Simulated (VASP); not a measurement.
# Si3N4 (Fd-3m) in VASP: notebook

Runs on Si3N4. Level: PBE. Tasks: relaxation of the atoms.

The COD entry that gives the cell may itself be a prediction, so a difference from it is no test against experiment.

Everything below comes from runs of VASP 6.6.1. Logs are shortened: lines on timing, memory, paths and dates and some standing lists are left out, and cuts for length are marked.

### 1 The cell of the first run

The structure is cubic, space group Fd-3m (No. 227). The conventional cell has a = 7.676 Å, b = 7.676 Å, c = 7.676 Å, α = 90.00°, β = 90.00°, γ = 90.00°. Si (site symmetry -3m) has 6 N at 1.86 Å within 2.5 Å. Within 2.3 Å of Si (site symmetry -43m) lie 4 N at 1.76 Å. N (site symmetry 3m) has 4 Si at 1.76 to 1.86 Å within 2.3 Å.

### 2 Relaxation of the atoms, PBE

File INCAR:

```
SYSTEM = Si3N4
  ALGO = Normal
  EDIFF = 1E-7
  EDIFFG = -0.003
  ENCUT = 520
  GGA = PE
  GGA_COMPAT = .False.
  IBRION = 2
  ISIF = 2
  ISMEAR = 0
  LASPH = .True.
  LCHARG = .False.
  LREAL = .False.
  LWAVE = .False.
  NELM = 120
  NELMIN = 4
  NSW = 80
  PREC = Accurate
  SIGMA = 0.01
```

File KPOINTS:

```
k-points
0
Gamma
  5 5 5
  0 0 0
```

File POSCAR:

```
Si3N4
1.0
    0.0000000000      3.8382500000      3.8382500000
    3.8382500000      0.0000000000      3.8382500000
    3.8382500000      3.8382500000      0.0000000000
Si N
6 8
Direct
    0.1250000000      0.1250000000      0.1250000000
    0.6250000000      0.1250000000      0.1250000000
    0.1250000000      0.1250000000      0.6250000000
    0.1250000000      0.6250000000      0.1250000000
    0.5000000000      0.5000000000      0.5000000000
    0.7500000000      0.7500000000      0.7500000000
    0.8824000000      0.8824000000      0.8824000000
    0.8972000000      0.3676000000      0.3676000000
    0.8824000000      0.8824000000      0.3528000000
    0.3676000000      0.8972000000      0.3676000000
    0.3528000000      0.8824000000      0.8824000000
    0.3676000000      0.3676000000      0.3676000000
    0.8824000000      0.3528000000      0.8824000000
    0.3676000000      0.3676000000      0.8972000000
```

Potentials or basis: VASP PAW PBE potentials, release 64 (Si, N).

Started as:

```sh
> cat potpaw_PBE.64/Si/POTCAR potpaw_PBE.64/N/POTCAR > POTCAR
> mpirun -np 1 vasp_std > vasp.out
```

OUTCAR:

```text
SYSTEM = Si3N4
   EDIFF = 1E-7
   EDIFFG = -0.003
   ENCUT = 520
   GGA = PE
   IBRION = 2
   ISIF = 2
   ISMEAR = 0
   LASPH = .True.
   LREAL = .False.
   NELM = 120
   NELMIN = 4
   NSW = 80
   PREC = Accurate

 ion  position               nearest neighbor table
   1  0.125  0.125  0.125-   8 1.86  10 1.86  11 1.86  13 1.86   9 1.86  14 1.86   2 2.71   3 2.71
                             4 2.71   3 2.71   4 2.71   2 2.71
   2  0.625  0.125  0.125-   9 1.86  14 1.86  13 1.86  10 1.86   7 1.86  12 1.86   1 2.71   3 2.71
                             4 2.71   1 2.71   3 2.71   4 2.71
   3  0.125  0.125  0.625-   8 1.86  10 1.86  11 1.86  13 1.86  12 1.86   7 1.86   1 2.71   1 2.71
                             2 2.71   4 2.71   4 2.71   2 2.71
   4  0.125  0.625  0.125-   9 1.86  14 1.86  11 1.86   8 1.86  12 1.86   7 1.86   1 2.71   3 2.71
                             1 2.71   2 2.71   3 2.71   2 2.71
   5  0.500  0.500  0.500-  12 1.76  10 1.76   8 1.76  14 1.76
   6  0.750  0.750  0.750-   7 1.76   9 1.76  11 1.76  13 1.76
   7  0.882  0.882  0.882-   6 1.76   4 1.86   2 1.86   3 1.86
   8  0.897  0.368  0.368-   5 1.76   3 1.86   4 1.86   1 1.86
   9  0.882  0.882  0.353-   6 1.76   4 1.86   2 1.86   1 1.86
  10  0.368  0.897  0.368-   5 1.76   3 1.86   2 1.86   1 1.86
  11  0.353  0.882  0.882-   6 1.76   3 1.86   4 1.86   1 1.86
  12  0.368  0.368  0.368-   5 1.76   4 1.86   2 1.86   3 1.86
  13  0.882  0.353  0.882-   6 1.76   3 1.86   2 1.86   1 1.86
  14  0.368  0.368  0.897-   5 1.76   4 1.86   2 1.86   1 1.86

  LATTYP: Found a face centered cubic cell.
 ALAT       =     7.6765000000

  Lattice vectors:

 A1 = (   0.0000000000,   3.8382500000,   3.8382500000)
 A2 = (   3.8382500000,   0.0000000000,   3.8382500000)
 A3 = (   3.8382500000,   3.8382500000,   0.0000000000)

Analysis of symmetry for initial positions (statically):
=====================================================================
 Subroutine PRICEL returns:
 Original cell was already a primitive cell.

 Routine SETGRP: Setting up the symmetry group for a
 face centered cubic supercell.

 Subroutine GETGRP returns: Found 48 space group operations
 (whereof 24 operations were pure point group operations)
 out of a pool of 48 trial point group operations.

The static configuration has the point symmetry T_d .
 The point group associated with its full space group is O_h .

Analysis of symmetry for dynamics (positions and initial velocities):
=====================================================================
 Subroutine PRICEL returns:
 Original cell was already a primitive cell.

 Routine SETGRP: Setting up the symmetry group for a
 face centered cubic supercell.

 Subroutine GETGRP returns: Found 48 space group operations
 (whereof 24 operations were pure point group operations)
 out of a pool of 48 trial point group operations.

The dynamic configuration has the point symmetry T_d .
 The point group associated with its full space group is O_h .

 Subroutine INISYM returns: Found 48 space group operations
 (whereof 24 operations are pure point group operations),
 and found     1 'primitive' translations

----------------------------------------------------------------------------------------

                                     Primitive cell

  volume of cell :     113.0914

  direct lattice vectors                    reciprocal lattice vectors
     0.000000000  3.838250000  3.838250000    -0.130267700  0.130267700  0.130267700
     3.838250000  0.000000000  3.838250000     0.130267700 -0.130267700  0.130267700
     3.838250000  3.838250000  0.000000000     0.130267700  0.130267700 -0.130267700

  length of vectors
     5.428105206  5.428105206  5.428105206     0.225630275  0.225630275  0.225630275

  position of ions in fractional coordinates (direct lattice)
     0.125000000  0.125000000  0.125000000
     0.625000000  0.125000000  0.125000000
     0.125000000  0.125000000  0.625000000
     0.125000000  0.625000000  0.125000000
     0.500000000  0.500000000  0.500000000
     0.750000000  0.750000000  0.750000000
     0.882400000  0.882400000  0.882400000
     0.897200000  0.367600000  0.367600000
     0.882400000  0.882400000  0.352800000
     0.367600000  0.897200000  0.367600000
     0.352800000  0.882400000  0.882400000
     0.367600000  0.367600000  0.367600000
     0.882400000  0.352800000  0.882400000
     0.367600000  0.367600000  0.897200000

  ion indices of the primitive-cell ions
   primitive index   ion index
                 1           1
                 2           2
                 3           3
                 4           4
                 5           5
                 6           6
                 7           7
                 8           8
                 9           9
                10          10
                11          11
                12          12
                13          13
                14          14

----------------------------------------------------------------------------------------

 KPOINTS: k-points

Automatic generation of k-mesh.
 Grid dimensions read from file:
 generate k-points for:    5    5    5

 Generating k-lattice:

  Cartesian coordinates                     Fractional coordinates (reciprocal lattice)
    -0.026053540  0.026053540  0.026053540     0.200000000  0.000000000  0.000000000
     0.026053540 -0.026053540  0.026053540     0.000000000  0.200000000  0.000000000
     0.026053540  0.026053540 -0.026053540     0.000000000  0.000000000  0.200000000

  Length of vectors
     0.045126055  0.045126055  0.045126055

  Shift w.r.t. Gamma in fractional coordinates (k-lattice)
     0.000000000  0.000000000  0.000000000

 Subroutine IBZKPT returns following result:
 ===========================================

 Found     10 irreducible k-points:

 Following reciprocal coordinates:
            Coordinates               Weight
  0.000000  0.000000  0.000000      1.000000
  0.200000  0.000000  0.000000      8.000000
  0.400000  0.000000  0.000000      8.000000
  0.200000  0.200000  0.000000      6.000000
  0.400000  0.200000  0.000000     24.000000
 -0.400000  0.200000  0.000000     24.000000
 -0.200000  0.200000  0.000000     12.000000
  0.400000  0.400000  0.000000      6.000000
 -0.400000  0.400000  0.000000     12.000000
 -0.400000  0.400000  0.200000     24.000000
   k-points           NKPTS =     10   k-points in BZ     NKDIM =     10   number of bands    NBANDS=     40
   number of dos      NEDOS =    301   number of ions     NIONS =     14
   total plane-waves  NPLWV =  64000
   dimension x,y,z NGX =    40 NGY =   40 NGZ =   40
   dimension x,y,z NGXF=    80 NGYF=   80 NGZF=   80
   ions per type =               6   8
   NGX,Y,Z   is equivalent  to a cutoff of  12.25, 12.25, 12.25 a.u.
   NGXF,Y,Z  is equivalent  to a cutoff of  24.50, 24.50, 24.50 a.u.
 SYSTEM =  Si3N4
   PREC   = accura    normal or accurate (medium, high low for compatibility)
   ISTART =      0    job   : 0-new  1-cont  2-samecut
   ICHARG =      2    charge: 1-file 2-atom 10-const
   ISPIN  =      1    spin polarized calculation?
   LNONCOLLINEAR =      F non collinear calculations
   LSORBIT =      F    spin-orbit coupling
   LASPH  =      T    aspherical Exc in radial PAW
   ENCUT  =  520.0 eV  38.22 Ry    6.18 a.u.  10.09 10.09 10.09*2*pi/ulx,y,z
   NELM   =    120;   NELMIN=  4; NELMDL= -5     # of ELM steps
   EDIFF  = 0.1E-06   stopping-criterion for ELM
   LREAL  =      F    real-space projection
   EDIFFG = -.3E-02   stopping-criterion for IOM
   NSW    =     80    number of steps for IOM
   IBRION =      2    ionic relax: 0-MD 1-quasi-New 2-CG
   NFREE  =      1    steps in history (QN), initial steepest desc. (CG)
   ISIF   =      2    stress and relaxation
   ISYM   =      2    0-nonsym 1-usesym 2-fastsym
   POTIM  = 0.5000    time-step for ionic-motion
   TEBEG  =    0.0;   TEEND  =   0.0 temperature during run
   PSTRESS=    0.0 pullay stress
   NELECT =      64.0000    total number of electrons
   NUPDOWN=      -1.0000    fix difference up-down
   EMIN   =  10.00;   EMAX   =-10.00  energy-range for DOS
   EFERMI =   0.00;   METHOD = LEGACY
   ISMEAR =     0;   SIGMA  =   0.01  broadening in eV -4-tet -1-fermi 0-gaus
   EFERMI_NEDOS =   21; number of points for ismear=-14 and -15
   IALGO  =     38    algorithm
   IMIX   =      4    mixing-type and parameters
     AMIX     =   0.40;   BMIX     =  1.00
     AMIX_MAG =   1.60;   BMIX_MAG =  1.00
  volume/ion in A,a.u.               =       8.08        54.51
  Fermi-wavevector in a.u.,A,eV,Ry     =   1.354123  2.558922 24.948324  1.833650
  Thomas-Fermi vector in A             =   2.481321
   LORBIT       =      0    0 simple, 1 ext, 2 COOP (PROOUT), +10 PAW based schemes
   GGA     = PE    functional components
   LHFCALC =     F    Hartree Fock is set to
   AEXX    =    0.0000 exact exchange contribution
   IVDW    =     0    specifies the selected vdW correction
   LEPSILON=     F    determine dielectric tensor
   LRPA    =     F    only Hartree local field effects (RPA)
 conjugate gradient relaxation of ions
 non-spin polarized calculation
 Gauss-broadening in eV      SIGMA  =   0.01
  energy-cutoff  :      520.00
  volume of cell :      113.09
 maximum number of plane-waves:      3071
   NGX = 21   NGY = 21   NGZ = 21

--------------------------------------- Ionic step        1  -------------------------------------------

 number of electron      64.0000010 magnetization

 Free energy of the ion-electron system (eV)
  ---------------------------------------------------
  ext. energy  EPLUGINS =         0.00000000
  ---------------------------------------------------
  free energy    TOTEN  =      -112.27044852 eV

  energy without entropy =     -112.27044852  energy(sigma->0) =     -112.27044852

------------------------ aborting loop because EDIFF is reached ----------------------------------------

  FORCE on cell =-STRESS in cart. coord.  units (eV):
  Direction    XX          YY          ZZ          XY          YZ          ZX
  --------------------------------------------------------------------------------------
  -------------------------------------------------------------------------------------
  Total        9.8382775      9.8382775      9.8382775     -0.0000000      0.0000000      0.0000000
  in kB      139.3798135    139.3798135    139.3798135     -0.0000000      0.0000000      0.0000000
  external PRESSURE =     139.3798135 kB  Pullay stress =       0.0000000 kB
[... 81 lines left out ...]
  energy  without entropy=     -112.2689913356  energy(sigma->0) =     -112.26899134

--------------------------------------- Ionic step        3  -------------------------------------------

 number of electron      64.0000010 magnetization

 Free energy of the ion-electron system (eV)
  ---------------------------------------------------
  ext. energy  EPLUGINS =         0.00000000
  ---------------------------------------------------
  free energy    TOTEN  =      -112.27176376 eV

  energy without entropy =     -112.27176376  energy(sigma->0) =     -112.27176376

 E-fermi :   9.7202     XC(G=0): -12.4269

 val. band max:        9.6683106162   @ k =  -0.2000   0.2000   0.0000
 cond. band min:      13.1803545820   @ k =   0.0000   0.0000   0.0000
 fundamental gap:      3.5120439658
 Fermi energy:         9.7202132839

 k-point     1 :       0.0000    0.0000    0.0000
  band No.  band energies     occupation
      1      -9.5173      2.00000
      2      -6.0761      2.00000
      3      -5.1279      2.00000
      4      -5.1279      2.00000
      5      -5.1279      2.00000
      6      -4.0953      2.00000
[... 460 lines left out ...]
  FREE ENERGIE OF THE ION-ELECTRON SYSTEM (eV)
  ---------------------------------------------------
  free  energy   TOTEN  =      -112.2717637563 eV

  energy  without entropy=     -112.2717637563  energy(sigma->0) =     -112.27176376

 reached required accuracy - stopping structural energy minimisation
```

It took 4.1 min on 1 thread of Intel Xeon 8259CL, shared host; peak memory 0.24 GiB.

Results:

| Quantity | Value |
| --- | --- |
| Free energy | -112.2718 eV |
| Energy gained by relaxing | 0.1 meV/atom |
| Ionic steps | 3 |
| Pressure after relaxing | 13.8 GPa |
| Band gap on the k mesh | 3.51 eV, indirect (least direct gap 3.53 eV) |

The path:
```tsv
step	energy change (eV)	largest force (eV/Å)	pressure (GPa)
1	0.0000	0.1292	13.94
2	0.0015	0.1879	13.70
3	-0.0013	0.0003	13.83
```

Final structure:
```cif
data_structure
_symmetry_space_group_name_H-M 'P 1'
_symmetry_Int_Tables_number 1
_cell_length_a 5.4281
_cell_length_b 5.4281
_cell_length_c 5.4281
_cell_angle_alpha 60.000
_cell_angle_beta 60.000
_cell_angle_gamma 60.000
_cell_volume 113.09
loop_
_atom_site_label
_atom_site_type_symbol
_atom_site_fract_x
_atom_site_fract_y
_atom_site_fract_z
_atom_site_occupancy
Si1 Si 0.12500 0.12500 0.12500 1
Si2 Si 0.62500 0.12500 0.12500 1
Si3 Si 0.12500 0.12500 0.62500 1
Si4 Si 0.12500 0.62500 0.12500 1
Si5 Si 0.50000 0.50000 0.50000 1
Si6 Si 0.75000 0.75000 0.75000 1
N1 N 0.88221 0.88221 0.88221 1
N2 N 0.89663 0.36779 0.36779 1
N3 N 0.88221 0.88221 0.35337 1
N4 N 0.36779 0.89663 0.36779 1
N5 N 0.35337 0.88221 0.88221 1
N6 N 0.36779 0.36779 0.36779 1
N7 N 0.88221 0.35337 0.88221 1
N8 N 0.36779 0.36779 0.89663 1
```

### 3 Relaxation of the atoms, PBE

This run uses another cell than the first one, of 8.32 Å³/atom, 1.030 times its volume.

File INCAR:

```
SYSTEM = Si3N4
ALGO     = Normal         ! electronic algorithm
EDIFF    = 1E-7           ! SCF threshold, eV
EDIFFG   = -0.003         ! ionic threshold
ENCUT    = 520            ! plane-wave cutoff, eV
GGA      = PE             ! functional
GGA_COMPAT= .FALSE.      
IBRION   = 2              ! ionic algorithm
ISIF     = 2              ! what is computed and relaxed
ISMEAR   = 0              ! smearing method
LASPH    = .TRUE.         ! aspherical terms in the spheres
LCHARG   = .FALSE.        ! write CHGCAR
LREAL    = .FALSE.        ! projectors in reciprocal space
LWAVE    = .FALSE.        ! write WAVECAR
NELM     = 120            ! most SCF steps
NELMIN   = 4            
NSW      = 80             ! ionic steps
PREC     = Accurate       ! precision mode
SIGMA    = 0.01           ! smearing width, eV
```

File KPOINTS:

```
k-points
0
G
  5 5 5
  0 0 0
```

POSCAR, as its differences from that of step 2:

```diff
@@ -2,5 +2,5 @@
 1.0
-    0.0000000000      3.8382500000      3.8382500000
-    3.8382500000      0.0000000000      3.8382500000
-    3.8382500000      3.8382500000      0.0000000000
+    0.0000000000      3.8766325000      3.8766325000
+    3.8766325000      0.0000000000      3.8766325000
+    3.8766325000      3.8766325000      0.0000000000
 Si N
```

Potentials or basis: VASP PAW PBE potentials, release 64 (Si, N).

Started as:

```sh
> cat potpaw_PBE.64/Si/POTCAR potpaw_PBE.64/N/POTCAR > POTCAR
> mpirun -np 1 vasp_std > vasp.out
```

OUTCAR:

```text
SYSTEM = Si3N4
   EDIFF = 1E-7
   EDIFFG = -0.003
   ENCUT = 520
   GGA = PE
   IBRION = 2
   ISIF = 2
   ISMEAR = 0
   LASPH = .TRUE.
   LREAL = .FALSE.
   NELM = 120
   NELMIN = 4
   NSW = 80
   PREC = Accurate

 ion  position               nearest neighbor table
   1  0.125  0.125  0.125-   8 1.88   9 1.88  10 1.88  11 1.88  13 1.88  14 1.88   2 2.74   3 2.74
                             4 2.74   3 2.74   4 2.74   2 2.74
   2  0.625  0.125  0.125-   9 1.88  10 1.88  13 1.88  14 1.88   7 1.88  12 1.88   1 2.74   3 2.74
                             4 2.74   1 2.74   3 2.74   4 2.74
   3  0.125  0.125  0.625-   8 1.88  10 1.88  11 1.88  13 1.88  12 1.88   7 1.88   1 2.74   1 2.74
                             2 2.74   4 2.74   4 2.74   2 2.74
   4  0.125  0.625  0.125-   8 1.88   9 1.88  11 1.88  14 1.88  12 1.88   7 1.88   1 2.74   3 2.74
                             1 2.74   2 2.74   3 2.74   2 2.74
   5  0.500  0.500  0.500-  12 1.78  10 1.78   8 1.78  14 1.78
   6  0.750  0.750  0.750-   7 1.78   9 1.78  11 1.78  13 1.78
   7  0.882  0.882  0.882-   6 1.78   3 1.88   4 1.88   2 1.88
   8  0.897  0.368  0.368-   5 1.78   4 1.88   3 1.88   1 1.88
   9  0.882  0.882  0.353-   6 1.78   4 1.88   2 1.88   1 1.88
  10  0.368  0.897  0.368-   5 1.78   3 1.88   2 1.88   1 1.88
  11  0.353  0.882  0.882-   6 1.78   4 1.88   3 1.88   1 1.88
  12  0.368  0.368  0.368-   5 1.78   3 1.88   4 1.88   2 1.88
  13  0.882  0.353  0.882-   6 1.78   3 1.88   2 1.88   1 1.88
  14  0.368  0.368  0.897-   5 1.78   4 1.88   2 1.88   1 1.88

  LATTYP: Found a face centered cubic cell.
[... 190 lines left out ...]
  ---------------------------------------------------
  ext. energy  EPLUGINS =         0.00000000
  ---------------------------------------------------
  free energy    TOTEN  =      -112.46313787 eV

  energy without entropy =     -112.46313787  energy(sigma->0) =     -112.46313787

------------------------ aborting loop because EDIFF is reached ----------------------------------------

  FORCE on cell =-STRESS in cart. coord.  units (eV):
  Direction    XX          YY          ZZ          XY          YZ          ZX
  --------------------------------------------------------------------------------------
  -------------------------------------------------------------------------------------
  Total        2.9192823      2.9192823      2.9192823      0.0000000      0.0000000      0.0000000
  in kB       40.1414252     40.1414252     40.1414252      0.0000000      0.0000000      0.0000000
  external PRESSURE =      40.1414252 kB  Pullay stress =       0.0000000 kB
[... 83 lines left out ...]
--------------------------------------- Ionic step        3  -------------------------------------------

 number of electron      64.0000006 magnetization

 Free energy of the ion-electron system (eV)
  ---------------------------------------------------
  ext. energy  EPLUGINS =         0.00000000
  ---------------------------------------------------
  free energy    TOTEN  =      -112.46317420 eV

  energy without entropy =     -112.46317420  energy(sigma->0) =     -112.46317420

 E-fermi :   9.3595     XC(G=0): -12.2825

 val. band max:        9.2689680050   @ k =  -0.2000   0.2000   0.0000
 cond. band min:      12.6591397606   @ k =   0.0000   0.0000   0.0000
 fundamental gap:      3.3901717555
 Fermi energy:         9.3594569459

 k-point     1 :       0.0000    0.0000    0.0000
  band No.  band energies     occupation
      1      -9.6201      2.00000
      2      -6.2965      2.00000
      3      -5.3674      2.00000
      4      -5.3674      2.00000
      5      -5.3674      2.00000
      6      -4.3844      2.00000
[... 460 lines left out ...]
  FREE ENERGIE OF THE ION-ELECTRON SYSTEM (eV)
  ---------------------------------------------------
  free  energy   TOTEN  =      -112.4631741996 eV

  energy  without entropy=     -112.4631741996  energy(sigma->0) =     -112.46317420

 reached required accuracy - stopping structural energy minimisation
```

Wall time 3.3 min (1 thread of Intel Xeon 8259CL, shared host); peak memory 0.27 GiB.

What came out:

```
Free energy               : -112.4632 eV
Energy gained by relaxing : 0.0 meV/atom
Ionic steps               : 3
Pressure after relaxing   : 4.0 GPa
Band gap on the k mesh    : 3.39 eV, indirect (least direct gap 3.42 eV)
```

Final structure:
```
Si N
1.0
     0.00000    3.87663    3.87663
     3.87663    0.00000    3.87663
     3.87663    3.87663    0.00000
Si N
6 8
Direct
  0.12500 0.12500 0.12500
  0.62500 0.12500 0.12500
  0.12500 0.12500 0.62500
  0.12500 0.62500 0.12500
  0.50000 0.50000 0.50000
  0.75000 0.75000 0.75000
  0.88237 0.88237 0.88237
  0.89710 0.36763 0.36763
  0.88237 0.88237 0.35290
  0.36763 0.89710 0.36763
  0.35290 0.88237 0.88237
  0.36763 0.36763 0.36763
  0.88237 0.35290 0.88237
  0.36763 0.36763 0.89710
```
